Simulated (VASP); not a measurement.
# TlCl (Pm-3m) in VASP: notebook

TlCl is run at these levels: LDA; tasks: single point.

Everything below comes from runs of VASP 6.6.1. Logs are shortened: lines on timing, memory, paths and dates and some standing lists are left out, and cuts for length are marked.

## 1. The cell of the first run

The structure is cubic, space group Pm-3m (No. 221). Conventional cell: a = 3.834 Å, b = 3.834 Å, c = 3.834 Å, α = 90.00°, β = 90.00°, γ = 90.00°. Within 4.4 Å of Tl (site symmetry m-3m) lie 8 Cl at 3.32 Å and 6 Tl at 3.83 Å. Within 4.4 Å of Cl (site symmetry m-3m) lie 8 Tl at 3.32 Å and 6 Cl at 3.83 Å.

## 2. Single point, LDA

Input file INCAR:

```
PREC     = Accurate       # precision mode
ENCUT    = 500            # plane-wave cutoff, eV
EDIFF    = 1E-6           # SCF threshold, eV
ISMEAR   = 0              # smearing method
SIGMA    = 0.01           # smearing width, eV
LREAL    = False          # projectors in reciprocal space
LASPH    = True           # aspherical terms in the spheres
NELM     = 120            # most SCF steps
ALGO     = Normal         # electronic algorithm
ISIF     = 2              # what is computed and relaxed
LWAVE    = False          # write WAVECAR
LCHARG   = True           # write CHGCAR
GGA      = CA             # functional
LELF     = True           # ELF
LVHAR    = True         
NBANDS   = 17             # bands
GGA_COMPAT= False
```

Input file KPOINTS:

```
regular mesh
0
Gamma
  5 5 5
```

Input file POSCAR:

```
TlCl
1.0
    3.8340000000      0.0000000000      0.0000000000
    0.0000000000      3.8340000000      0.0000000000
    0.0000000000      0.0000000000      3.8340000000
Tl Cl
1 1
Direct
    0.0000000000      0.0000000000      0.0000000000
    0.5000000000      0.5000000000      0.5000000000
```

Potentials or basis: VASP PAW LDA potentials, release 64 (Tl_d, Cl).

Started as:

```
$ cat potpaw_LDA.64/Tl_d/POTCAR potpaw_LDA.64/Cl/POTCAR > POTCAR
$ mpirun -np 1 vasp_std > vasp.out
```

OUTCAR:

```text
PREC = Accurate
   ENCUT = 500
   EDIFF = 1E-6
   ISMEAR = 0
   LREAL = False
   LASPH = True
   NELM = 120
   ISIF = 2
   GGA = CA

 ion  position               nearest neighbor table
   1  0.000  0.000  0.000-   2 3.32   2 3.32   2 3.32   2 3.32   2 3.32   2 3.32   2 3.32   2 3.32

   2  0.500  0.500  0.500-   1 3.32   1 3.32   1 3.32   1 3.32   1 3.32   1 3.32   1 3.32   1 3.32

  LATTYP: Found a simple cubic cell.
 ALAT       =     3.8340000000

  Lattice vectors:

 A1 = (   3.8340000000,   0.0000000000,   0.0000000000)
 A2 = (   0.0000000000,   3.8340000000,   0.0000000000)
 A3 = (   0.0000000000,   0.0000000000,   3.8340000000)

Analysis of symmetry for initial positions (statically):
=====================================================================
 Subroutine PRICEL returns:
 Original cell was already a primitive cell.

 Routine SETGRP: Setting up the symmetry group for a
 simple cubic supercell.

 Subroutine GETGRP returns: Found 48 space group operations
 (whereof 48 operations were pure point group operations)
 out of a pool of 48 trial point group operations.

The static configuration has the point symmetry O_h .

Analysis of symmetry for dynamics (positions and initial velocities):
=====================================================================
 Subroutine PRICEL returns:
 Original cell was already a primitive cell.

 Routine SETGRP: Setting up the symmetry group for a
 simple cubic supercell.

 Subroutine GETGRP returns: Found 48 space group operations
 (whereof 48 operations were pure point group operations)
 out of a pool of 48 trial point group operations.

The dynamic configuration has the point symmetry O_h .

 Subroutine INISYM returns: Found 48 space group operations
 (whereof 48 operations are pure point group operations),
 and found     1 'primitive' translations

----------------------------------------------------------------------------------------

                                     Primitive cell

  volume of cell :      56.3581

  direct lattice vectors                    reciprocal lattice vectors
     3.834000000  0.000000000  0.000000000     0.260824204  0.000000000  0.000000000
     0.000000000  3.834000000  0.000000000     0.000000000  0.260824204  0.000000000
     0.000000000  0.000000000  3.834000000     0.000000000  0.000000000  0.260824204

  length of vectors
     3.834000000  3.834000000  3.834000000     0.260824204  0.260824204  0.260824204

  position of ions in fractional coordinates (direct lattice)
     0.000000000  0.000000000  0.000000000
     0.500000000  0.500000000  0.500000000

  ion indices of the primitive-cell ions
   primitive index   ion index
                 1           1
                 2           2

----------------------------------------------------------------------------------------

 KPOINTS: regular mesh

Automatic generation of k-mesh.
 Grid dimensions read from file:
 generate k-points for:    5    5    5

 Generating k-lattice:

  Cartesian coordinates                     Fractional coordinates (reciprocal lattice)
     0.052164841  0.000000000  0.000000000     0.200000000  0.000000000  0.000000000
     0.000000000  0.052164841  0.000000000     0.000000000  0.200000000  0.000000000
     0.000000000  0.000000000  0.052164841     0.000000000  0.000000000  0.200000000

  Length of vectors
     0.052164841  0.052164841  0.052164841

  Shift w.r.t. Gamma in fractional coordinates (k-lattice)
     0.000000000  0.000000000  0.000000000

 Subroutine IBZKPT returns following result:
 ===========================================

 Found     10 irreducible k-points:

 Following reciprocal coordinates:
            Coordinates               Weight
  0.000000  0.000000  0.000000      1.000000
  0.200000  0.000000  0.000000      6.000000
  0.400000  0.000000  0.000000      6.000000
  0.200000  0.200000  0.000000     12.000000
  0.400000  0.200000  0.000000     24.000000
  0.400000  0.400000  0.000000     12.000000
  0.200000  0.200000  0.200000      8.000000
  0.400000  0.200000  0.200000     24.000000
  0.400000  0.400000  0.200000     24.000000
  0.400000  0.400000  0.400000      8.000000
   k-points           NKPTS =     10   k-points in BZ     NKDIM =     10   number of bands    NBANDS=     17
   number of dos      NEDOS =    301   number of ions     NIONS =      2
   total plane-waves  NPLWV =  21952
   dimension x,y,z NGX =    28 NGY =   28 NGZ =   28
   dimension x,y,z NGXF=    56 NGYF=   56 NGZF=   56
   ions per type =               1   1
   NGX,Y,Z   is equivalent  to a cutoff of  12.14, 12.14, 12.14 a.u.
   NGXF,Y,Z  is equivalent  to a cutoff of  24.28, 24.28, 24.28 a.u.
 SYSTEM =  unknown system
   PREC   = accura    normal or accurate (medium, high low for compatibility)
   ISTART =      0    job   : 0-new  1-cont  2-samecut
   ICHARG =      2    charge: 1-file 2-atom 10-const
   ISPIN  =      1    spin polarized calculation?
   LNONCOLLINEAR =      F non collinear calculations
   LSORBIT =      F    spin-orbit coupling
   LASPH  =      T    aspherical Exc in radial PAW
   ENCUT  =  500.0 eV  36.75 Ry    6.06 a.u.   6.99  6.99  6.99*2*pi/ulx,y,z
   NELM   =    120;   NELMIN=  2; NELMDL= -5     # of ELM steps
   EDIFF  = 0.1E-05   stopping-criterion for ELM
   LREAL  =      F    real-space projection
   EDIFFG = 0.1E-04   stopping-criterion for IOM
   NSW    =      0    number of steps for IOM
   IBRION =     -1    ionic relax: 0-MD 1-quasi-New 2-CG
   NFREE  =      0    steps in history (QN), initial steepest desc. (CG)
   ISIF   =      2    stress and relaxation
   ISYM   =      2    0-nonsym 1-usesym 2-fastsym
   POTIM  = 0.5000    time-step for ionic-motion
   TEBEG  =    0.0;   TEEND  =   0.0 temperature during run
   PSTRESS=    0.0 pullay stress
   NELECT =      20.0000    total number of electrons
   NUPDOWN=      -1.0000    fix difference up-down
   EMIN   =  10.00;   EMAX   =-10.00  energy-range for DOS
   EFERMI =   0.00;   METHOD = LEGACY
   ISMEAR =     0;   SIGMA  =   0.01  broadening in eV -4-tet -1-fermi 0-gaus
   EFERMI_NEDOS =   21; number of points for ismear=-14 and -15
   IALGO  =     38    algorithm
   IMIX   =      4    mixing-type and parameters
     AMIX     =   0.40;   BMIX     =  1.00
     AMIX_MAG =   1.60;   BMIX_MAG =  1.00
  volume/ion in A,a.u.               =      28.18       190.16
  Fermi-wavevector in a.u.,A,eV,Ry     =   1.159043  2.190273 18.277790  1.343380
  Thomas-Fermi vector in A             =   2.295639
   LORBIT       =      0    0 simple, 1 ext, 2 COOP (PROOUT), +10 PAW based schemes
   GGA     = CA    functional components
   LHFCALC =     F    Hartree Fock is set to
   AEXX    =    0.0000 exact exchange contribution
   IVDW    =     0    specifies the selected vdW correction
   LEPSILON=     F    determine dielectric tensor
   LRPA    =     F    only Hartree local field effects (RPA)
 non-spin polarized calculation
 Gauss-broadening in eV      SIGMA  =   0.01
  energy-cutoff  :      500.00
  volume of cell :       56.36
 maximum number of plane-waves:      1438
 NGX is ok and might be reduce to    28
   NGX = 13   NGY = 13   NGZ = 13

 number of electron      19.9999991 magnetization

 Free energy of the ion-electron system (eV)
  ---------------------------------------------------
  ext. energy  EPLUGINS =         0.00000000
  ---------------------------------------------------
  free energy    TOTEN  =        -6.94388371 eV

  energy without entropy =       -6.94388371  energy(sigma->0) =       -6.94388371

 E-fermi :   2.2707     XC(G=0):  -9.5961

 val. band max:        2.1454762150   @ k =   0.4000   0.0000   0.0000
 cond. band min:       4.8728736841   @ k =   0.4000   0.0000   0.0000
 fundamental gap:      2.7273974691
 Fermi energy:         2.2706628821

 k-point     1 :       0.0000    0.0000    0.0000
  band No.  band energies     occupation
      1     -11.2158      2.00000
      2      -7.4569      2.00000
      3      -7.4569      2.00000
      4      -7.2075      2.00000
      5      -7.2075      2.00000
      6      -7.2075      2.00000
[... 9 lines left out ...]
     16      14.8029      0.00000
     17      16.6086      0.00000

 k-point     2 :       0.2000    0.0000    0.0000
  band No.  band energies     occupation
      1     -11.1277      2.00000
      2      -7.4516      2.00000
      3      -7.3947      2.00000
      4      -7.2370      2.00000
      5      -7.2370      2.00000
      6      -7.2049      2.00000
[... 9 lines left out ...]
     16      16.0304      0.00000
     17      16.3680      0.00000

 k-point     3 :       0.4000    0.0000    0.0000
  band No.  band energies     occupation
      1     -10.9756      2.00000
      2      -7.4430      2.00000
      3      -7.3007      2.00000
      4      -7.2838      2.00000
      5      -7.2838      2.00000
      6      -7.2005      2.00000
[... 9 lines left out ...]
     16      15.0270      0.00000
     17      16.5604      0.00000

 k-point     4 :       0.2000    0.2000    0.0000
  band No.  band energies     occupation
      1     -11.0552      2.00000
      2      -7.4198      2.00000
      3      -7.3551      2.00000
      4      -7.2517      2.00000
      5      -7.2362      2.00000
      6      -7.2286      2.00000
[... 9 lines left out ...]
     16      14.3516      0.00000
     17      14.9948      0.00000

 k-point     5 :       0.4000    0.2000    0.0000
  band No.  band energies     occupation
      1     -10.9324      2.00000
      2      -7.4027      2.00000
      3      -7.2764      2.00000
      4      -7.2717      2.00000
      5      -7.2597      2.00000
      6      -7.2250      2.00000
[... 9 lines left out ...]
     16      14.8863      0.00000
     17      15.5996      0.00000

 k-point     6 :       0.4000    0.4000    0.0000
  band No.  band energies     occupation
      1     -10.8616      2.00000
      2      -7.3664      2.00000
      3      -7.2657      2.00000
      4      -7.2629      2.00000
      5      -7.2425      2.00000
      6      -7.1694      2.00000
[... 9 lines left out ...]
     16      14.1325      0.00000
     17      14.7512      0.00000

 k-point     7 :       0.2000    0.2000    0.2000
  band No.  band energies     occupation
      1     -10.9908      2.00000
      2      -7.3509      2.00000
      3      -7.3509      2.00000
      4      -7.2625      2.00000
      5      -7.2625      2.00000
      6      -7.2303      2.00000
[... 9 lines left out ...]
     16      15.7446      0.00000
     17      16.0967      0.00000

 k-point     8 :       0.4000    0.2000    0.2000
  band No.  band energies     occupation
      1     -10.8825      2.00000
      2      -7.3431      2.00000
      3      -7.3171      2.00000
      4      -7.2656      2.00000
      5      -7.2382      2.00000
      6      -7.2369      2.00000
[... 9 lines left out ...]
     16      14.3667      0.00000
     17      16.5944      0.00000

 k-point     9 :       0.4000    0.4000    0.2000
  band No.  band energies     occupation
      1     -10.7992      2.00000
      2      -7.3260      2.00000
      3      -7.3072      2.00000
      4      -7.2881      2.00000
      5      -7.2562      2.00000
      6      -7.1669      2.00000
[... 9 lines left out ...]
     16      14.0609      0.00000
     17      17.0302      0.00000

 k-point    10 :       0.4000    0.4000    0.4000
  band No.  band energies     occupation
      1     -10.6929      2.00000
      2      -7.3758      2.00000
      3      -7.3758      2.00000
      4      -7.3297      2.00000
      5      -7.1634      2.00000
      6      -7.1634      2.00000
[... 9 lines left out ...]
     16      14.4502      0.00000
     17      19.2794      0.00000

------------------------ aborting loop because EDIFF is reached ----------------------------------------

  FORCE on cell =-STRESS in cart. coord.  units (eV):
  Direction    XX          YY          ZZ          XY          YZ          ZX
  --------------------------------------------------------------------------------------
  -------------------------------------------------------------------------------------
  Total       -1.1226322     -1.1226322     -1.1226322      0.0000000      0.0000000     -0.0000000
  in kB      -31.9147712    -31.9147712    -31.9147712      0.0000000      0.0000000     -0.0000000
  external PRESSURE =     -31.9147712 kB  Pullay stress =       0.0000000 kB

 VOLUME and BASIS-vectors are now :
 -----------------------------------------------------------------------------
  energy-cutoff  :      500.00
  volume of cell :       56.36
      direct lattice vectors                 reciprocal lattice vectors
     3.834000000  0.000000000  0.000000000     0.260824204  0.000000000  0.000000000
     0.000000000  3.834000000  0.000000000     0.000000000  0.260824204  0.000000000
     0.000000000  0.000000000  3.834000000     0.000000000  0.000000000  0.260824204

 POSITION                                       TOTAL-FORCE (eV/Angst)
 -----------------------------------------------------------------------------------
      0.00000      0.00000      0.00000         0.000000      0.000000      0.000000
      1.91700      1.91700      1.91700         0.000000      0.000000      0.000000
 -----------------------------------------------------------------------------------
    total drift:                               -0.000000      0.000000      0.000000

  FREE ENERGIE OF THE ION-ELECTRON SYSTEM (eV)
  ---------------------------------------------------
  free  energy   TOTEN  =        -6.9438837093 eV

  energy  without entropy=       -6.9438837093  energy(sigma->0) =       -6.94388371
```

Run time: 11 s. Hardware: 1 thread of Intel Xeon 8259CL, shared host; peak memory 0.14 GiB.

Results:

```
Free energy            : -6.9439 eV
Pressure               : -3.2 GPa
Band gap on the k mesh : 2.73 eV, direct
```

Levels at points of the mesh, in eV from the valence-band top:
| k point | band 8 | band 9 | band 10 | band 11 | band 12 | band 13 |
| --- | --- | --- | --- | --- | --- | --- |
| (0.00, 0.00, 0.00) | -1.21 | -1.21 | -1.21 | 7.94 | 7.94 | 7.97 |

Caveat: spin-orbit coupling is left out, which moves the levels of the heavy elements. A k mesh can miss the band edges.

[end of part 1 of 2]
